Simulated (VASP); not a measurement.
# TaC (Fm-3m) in VASP: single point with PBE

Aim: the single point of TaC with PBE.

All numbers are computed with VASP 6.6.1; they aren't measurements. Logs are shortened: lines on timing, memory, paths and dates and some standing lists are left out, and cuts for length are marked.

**1. The cell of the first run**

The structure is cubic, space group Fm-3m (No. 225). Conventional cell: a = 4.460 Å, b = 4.460 Å, c = 4.460 Å, α = 90.00°, β = 90.00°, γ = 90.00°. Ta (site symmetry m-3m) has 6 C at 2.23 Å within 2.9 Å. C (site symmetry m-3m) has 6 Ta at 2.23 Å within 2.9 Å.

**2. Single point, PBE**

Contents of INCAR:

```
PREC = Accurate
ENCUT = 600
EDIFF = 1E-6
ISMEAR = -1
SIGMA = 0.5
LREAL = F
LASPH = T
NELM = 120
ALGO = Normal
ISIF = 2
LWAVE = F
LCHARG = T
GGA = PE
LELF = T
LVHAR = T
NBANDS = 14
GGA_COMPAT = F
```

Contents of KPOINTS:

```
Automatic mesh
0
Gamma
  2 2 2
```

Contents of POSCAR:

```
TaC
1.0
    0.0000000000      2.2300000000      2.2300000000
    2.2300000000      0.0000000000      2.2300000000
    2.2300000000      2.2300000000      0.0000000000
Ta C
1 1
Direct
    0.0000000000      0.0000000000      0.0000000000
    0.5000000000      0.5000000000      0.5000000000
```

Potentials or basis: VASP PAW PBE potentials, release 64 (Ta_pv, C).

Started as:

```console
$ cat potpaw_PBE.64/Ta_pv/POTCAR potpaw_PBE.64/C/POTCAR > POTCAR
$ mpirun -np 1 vasp_std > vasp.out
```

OUTCAR:

```text
PREC = Accurate
   ENCUT = 600
   EDIFF = 1E-6
   ISMEAR = -1
   LREAL = F
   LASPH = T
   NELM = 120
   ISIF = 2
   GGA = PE

 ion  position               nearest neighbor table
   1  0.000  0.000  0.000-   2 2.23   2 2.23   2 2.23   2 2.23   2 2.23   2 2.23
   2  0.500  0.500  0.500-   1 2.23   1 2.23   1 2.23   1 2.23   1 2.23   1 2.23

  LATTYP: Found a face centered cubic cell.
 ALAT       =     4.4600000000

  Lattice vectors:

 A1 = (   0.0000000000,   2.2300000000,   2.2300000000)
 A2 = (   2.2300000000,   0.0000000000,   2.2300000000)
 A3 = (   2.2300000000,   2.2300000000,   0.0000000000)

Analysis of symmetry for initial positions (statically):
=====================================================================
 Subroutine PRICEL returns:
 Original cell was already a primitive cell.

 Routine SETGRP: Setting up the symmetry group for a
 face centered cubic supercell.

 Subroutine GETGRP returns: Found 48 space group operations
 (whereof 48 operations were pure point group operations)
 out of a pool of 48 trial point group operations.

The static configuration has the point symmetry O_h .

Analysis of symmetry for dynamics (positions and initial velocities):
=====================================================================
 Subroutine PRICEL returns:
 Original cell was already a primitive cell.

 Routine SETGRP: Setting up the symmetry group for a
 face centered cubic supercell.

 Subroutine GETGRP returns: Found 48 space group operations
 (whereof 48 operations were pure point group operations)
 out of a pool of 48 trial point group operations.

The dynamic configuration has the point symmetry O_h .

 Subroutine INISYM returns: Found 48 space group operations
 (whereof 48 operations are pure point group operations),
 and found     1 'primitive' translations

----------------------------------------------------------------------------------------

                                     Primitive cell

  volume of cell :      22.1791

  direct lattice vectors                    reciprocal lattice vectors
     0.000000000  2.230000000  2.230000000    -0.224215247  0.224215247  0.224215247
     2.230000000  0.000000000  2.230000000     0.224215247 -0.224215247  0.224215247
     2.230000000  2.230000000  0.000000000     0.224215247  0.224215247 -0.224215247

  length of vectors
     3.153696244  3.153696244  3.153696244     0.388352199  0.388352199  0.388352199

  position of ions in fractional coordinates (direct lattice)
     0.000000000  0.000000000  0.000000000
     0.500000000  0.500000000  0.500000000

  ion indices of the primitive-cell ions
   primitive index   ion index
                 1           1
                 2           2

----------------------------------------------------------------------------------------

 KPOINTS: Automatic mesh

Automatic generation of k-mesh.
 Grid dimensions read from file:
 generate k-points for:    2    2    2

 Generating k-lattice:

  Cartesian coordinates                     Fractional coordinates (reciprocal lattice)
    -0.112107623  0.112107623  0.112107623     0.500000000  0.000000000  0.000000000
     0.112107623 -0.112107623  0.112107623     0.000000000  0.500000000  0.000000000
     0.112107623  0.112107623 -0.112107623     0.000000000  0.000000000  0.500000000

  Length of vectors
     0.194176100  0.194176100  0.194176100

  Shift w.r.t. Gamma in fractional coordinates (k-lattice)
     0.000000000  0.000000000  0.000000000

 Subroutine IBZKPT returns following result:
 ===========================================

 Found      3 irreducible k-points:

 Following reciprocal coordinates:
            Coordinates               Weight
  0.000000  0.000000  0.000000      1.000000
  0.500000  0.000000  0.000000      4.000000
  0.500000  0.500000  0.000000      3.000000
   k-points           NKPTS =      3   k-points in BZ     NKDIM =      3   number of bands    NBANDS=     14
   number of dos      NEDOS =    301   number of ions     NIONS =      2
   total plane-waves  NPLWV =  21952
   dimension x,y,z NGX =    28 NGY =   28 NGZ =   28
   dimension x,y,z NGXF=    56 NGYF=   56 NGZF=   56
   ions per type =               1   1
   NGX,Y,Z   is equivalent  to a cutoff of  14.76, 14.76, 14.76 a.u.
   NGXF,Y,Z  is equivalent  to a cutoff of  29.52, 29.52, 29.52 a.u.
 SYSTEM =  unknown system
   PREC   = accura    normal or accurate (medium, high low for compatibility)
   ISTART =      0    job   : 0-new  1-cont  2-samecut
   ICHARG =      2    charge: 1-file 2-atom 10-const
   ISPIN  =      1    spin polarized calculation?
   LNONCOLLINEAR =      F non collinear calculations
   LSORBIT =      F    spin-orbit coupling
   LASPH  =      T    aspherical Exc in radial PAW
   ENCUT  =  600.0 eV  44.10 Ry    6.64 a.u.   6.30  6.30  6.30*2*pi/ulx,y,z
   NELM   =    120;   NELMIN=  2; NELMDL= -5     # of ELM steps
   EDIFF  = 0.1E-05   stopping-criterion for ELM
   LREAL  =      F    real-space projection
   EDIFFG = 0.1E-04   stopping-criterion for IOM
   NSW    =      0    number of steps for IOM
   IBRION =     -1    ionic relax: 0-MD 1-quasi-New 2-CG
   NFREE  =      0    steps in history (QN), initial steepest desc. (CG)
   ISIF   =      2    stress and relaxation
   ISYM   =      2    0-nonsym 1-usesym 2-fastsym
   POTIM  = 0.5000    time-step for ionic-motion
   TEBEG  =    0.0;   TEEND  =   0.0 temperature during run
   PSTRESS=    0.0 pullay stress
   NELECT =      15.0000    total number of electrons
   NUPDOWN=      -1.0000    fix difference up-down
   EMIN   =  10.00;   EMAX   =-10.00  energy-range for DOS
   EFERMI =   0.00;   METHOD = LEGACY
   ISMEAR =    -1;   SIGMA  =   0.50  broadening in eV -4-tet -1-fermi 0-gaus
   EFERMI_NEDOS =   21; number of points for ismear=-14 and -15
   IALGO  =     38    algorithm
   IMIX   =      4    mixing-type and parameters
     AMIX     =   0.40;   BMIX     =  1.00
     AMIX_MAG =   1.60;   BMIX_MAG =  1.00
  volume/ion in A,a.u.               =      11.09        74.84
  Fermi-wavevector in a.u.,A,eV,Ry     =   1.437001  2.715538 28.095646  2.064972
  Thomas-Fermi vector in A             =   2.556127
   LORBIT       =      0    0 simple, 1 ext, 2 COOP (PROOUT), +10 PAW based schemes
   GGA     = PE    functional components
   LHFCALC =     F    Hartree Fock is set to
   AEXX    =    0.0000 exact exchange contribution
   IVDW    =     0    specifies the selected vdW correction
   LEPSILON=     F    determine dielectric tensor
   LRPA    =     F    only Hartree local field effects (RPA)
 non-spin polarized calculation
  energy-cutoff  :      600.00
  volume of cell :       22.18
 maximum number of plane-waves:       754
 NGX is ok and might be reduce to    28
   NGX = 13   NGY = 13   NGZ = 13

 number of electron      15.0000000 magnetization

 Free energy of the ion-electron system (eV)
  ---------------------------------------------------
  ext. energy  EPLUGINS =         0.00000000
  ---------------------------------------------------
  free energy    TOTEN  =       -21.12483780 eV

  energy without entropy =      -20.40252658  energy(sigma->0) =      -20.76368219

 E-fermi :   8.1127     XC(G=0): -13.1748

 val. band max:        6.9119808280   @ k =   0.0000   0.0000   0.0000
 cond. band min:       8.2320705290   @ k =   0.0000   0.0000   0.0000
 fundamental gap:      1.3200897010
 Fermi energy:         8.1126910480

 k-point     1 :       0.0000    0.0000    0.0000
  band No.  band energies     occupation
      1     -26.9706      2.00000
      2     -26.9706      2.00000
      3     -26.9706      2.00000
      4      -6.2514      2.00000
      5       6.9120      1.83387
      6       6.9120      1.83387
      7       6.9120      1.83387
      8       8.2321      0.88118
      9       8.2321      0.88118
     10       8.2321      0.88118
     11       8.8971      0.34475
     12       8.8971      0.34475
     13      15.1204      0.00000
     14      18.4069      0.00000

 k-point     2 :       0.5000    0.0000    0.0000
  band No.  band energies     occupation
      1     -27.6588      2.00000
      2     -27.0446      2.00000
      3     -27.0446      2.00000
      4      -1.7342      2.00000
      5      -0.2790      2.00000
      6       3.0139      1.99993
      7       3.0139      1.99993
      8      10.9263      0.00717
      9      10.9263      0.00717
     10      12.0300      0.00079
     11      13.8019      0.00002
     12      18.3890      0.00000
     13      18.3890      0.00000
     14      20.7498      0.00000

 k-point     3 :       0.5000    0.5000    0.0000
  band No.  band energies     occupation
      1     -27.5848      2.00000
      2     -27.2123      2.00000
      3     -27.2123      2.00000
      4      -4.0977      2.00000
      5       3.7459      1.99968
      6       3.8926      1.99957
      7       6.8694      1.84640
      8       6.8694      1.84640
      9      10.8295      0.00870
     10      12.2478      0.00051
     11      12.2478      0.00051
     12      15.1246      0.00000
     13      16.5099      0.00000
     14      20.6110      0.00000

------------------------ aborting loop because EDIFF is reached ----------------------------------------

  FORCE on cell =-STRESS in cart. coord.  units (eV):
  Direction    XX          YY          ZZ          XY          YZ          ZX
  --------------------------------------------------------------------------------------
  -------------------------------------------------------------------------------------
  Total        2.2554418      2.2554418      2.2554418     -0.0000000      0.0000000     -0.0000000
  in kB      162.9287087    162.9287087    162.9287087     -0.0000000      0.0000000     -0.0000000
  external PRESSURE =     162.9287087 kB  Pullay stress =       0.0000000 kB

 VOLUME and BASIS-vectors are now :
 -----------------------------------------------------------------------------
  energy-cutoff  :      600.00
  volume of cell :       22.18
      direct lattice vectors                 reciprocal lattice vectors
     0.000000000  2.230000000  2.230000000    -0.224215247  0.224215247  0.224215247
     2.230000000  0.000000000  2.230000000     0.224215247 -0.224215247  0.224215247
     2.230000000  2.230000000  0.000000000     0.224215247  0.224215247 -0.224215247

 POSITION                                       TOTAL-FORCE (eV/Angst)
 -----------------------------------------------------------------------------------
      0.00000      0.00000      0.00000        -0.000000      0.000000     -0.000000
      2.23000      2.23000      2.23000         0.000000     -0.000000      0.000000
 -----------------------------------------------------------------------------------
    total drift:                                0.000000      0.000000      0.000000

  FREE ENERGIE OF THE ION-ELECTRON SYSTEM (eV)
  ---------------------------------------------------
  free  energy   TOTEN  =       -21.1248378001 eV

  energy  without entropy=      -20.4025265784  energy(sigma->0) =      -20.76368219
```

It took 6.6 s on 1 thread of AMD EPYC 7R43 (Zen 3), shared host; peak memory 0.12 GiB.

Results:

| Item | Value |
| --- | --- |
| Free energy | -21.1248 eV |
| Pressure | 16.3 GPa |

Caveat: the k points lie up to 1.22 Å⁻¹ apart; spin-orbit coupling is left out, which moves the levels of the heavy elements.
